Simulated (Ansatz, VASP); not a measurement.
# SrHf2O5: VASP beside Ansatz

Contents of INCAR:

```
  PREC = Accurate
  ENCUT = 600
  EDIFF = 1E-6
  ISMEAR = 0
  SIGMA = 0.15
  LREAL = Auto
  LASPH = T
  NELM = 80
  ALGO = Normal
  ISIF = 3
  LWAVE = F
  LCHARG = F
  GGA = PE
  IBRION = 2
  NSW = 36
  EDIFFG = -0.08
```

KPOINTS

```
Automatic mesh
0
Gamma
  3 3 1
```

POSCAR

```
SrHf2O5
1.0
    2.0000000000     -5.2000000000      0.0000000000
    2.0000000000      5.2000000000      0.0000000000
    0.0000000000      0.0000000000     10.5500000000
Sr Hf O
2 4 10
Direct
    0.1900000000      0.8100000000      0.2500000000
    0.8100000000      0.1900000000      0.7500000000
    0.8650000000      0.1350000000      0.0650000000
    0.8650000000      0.1350000000      0.4350000000
    0.1350000000      0.8650000000      0.9350000000
    0.1350000000      0.8650000000      0.5650000000
    0.0480000000      0.9520000000      0.1150000000
    0.0480000000      0.9520000000      0.3850000000
    0.3120000000      0.6880000000      0.4300000000
    0.3120000000      0.6880000000      0.0700000000
    0.9520000000      0.0480000000      0.8850000000
    0.9520000000      0.0480000000      0.6150000000
    0.6880000000      0.3120000000      0.9300000000
    0.6880000000      0.3120000000      0.5700000000
    0.2350000000      0.7650000000      0.7500000000
    0.7650000000      0.2350000000      0.2500000000
```

Input for Ansatz:

```yaml
crystal:
  lattice:
    - [2.0, -5.2, 0.0]
    - [2.0, 5.2, 0.0]
    - [0.0, 0.0, 10.55]
  atoms:
    - { symbol: Sr, position: [0.19, 0.81, 0.25] }
    - { symbol: Sr, position: [0.81, 0.19, 0.75] }
    - { symbol: Hf, position: [0.865, 0.135, 0.065] }
    - { symbol: Hf, position: [0.865, 0.135, 0.435] }
    - { symbol: Hf, position: [0.135, 0.865, 0.935] }
    - { symbol: Hf, position: [0.135, 0.865, 0.565] }
    - { symbol: O, position: [0.048, 0.952, 0.115] }
    - { symbol: O, position: [0.048, 0.952, 0.385] }
    - { symbol: O, position: [0.312, 0.688, 0.43] }
    - { symbol: O, position: [0.312, 0.688, 0.07] }
    - { symbol: O, position: [0.952, 0.048, 0.885] }
    - { symbol: O, position: [0.952, 0.048, 0.615] }
    - { symbol: O, position: [0.688, 0.312, 0.93] }
    - { symbol: O, position: [0.688, 0.312, 0.57] }
    - { symbol: O, position: [0.235, 0.765, 0.75] }
    - { symbol: O, position: [0.765, 0.235, 0.25] }
basis:
  ecutwfc: 420
kpoints:
  mp_grid: { grid: [3, 3, 1] }
hamiltonian:
  xc: pbe
scf:
  occupations: { method: gaussian, width: 0.15 }
  lower_state_search: "off"
output:
  forces: true
  stress: true
  eigenvalues: true
relax:
  adjacent_minimum: "off"
  f_tol: 0.08
  max_steps: 16
  cell: { stress_tol: 0.8 }
```

Alike in both runs: task relaxation of cell and atoms; functional PBE; k mesh 3 × 3 × 1; occupations gaussian, width 0.15 eV; no spin polarisation.

|  | VASP | Ansatz |
| --- | --- | --- |
| version | VASP 6.6.1 | Ansatz 0.2.0 |
| potentials or method | VASP PAW PBE potentials, release 64 (Sr_sv, Hf_pv, O), cutoff 600 eV | scalar-relativistic, plane waves, PAW |
| valence electrons in the cell | 120 | 184 |

|  | VASP | Ansatz | Ansatz less VASP |
| --- | --- | --- | --- |
| gap on the k mesh at the Fermi level, each at its own relaxed structure (eV) | 4.56 | 4.53 | -0.026 |
| relaxed volume (Å³/atom) | 15.50 | 15.65 | +0.153 |
| relaxed cell length with the largest relative difference (Å) | 5.859 | 5.875 | +0.0157 |

VASP's potentials hold 120 valence electrons a cell and Ansatz's 184, so a difference there can come from the potentials and not from the codes.

The k mesh is coarse, so the values compare programs but aren't converged. Spin-orbit coupling is off throughout.
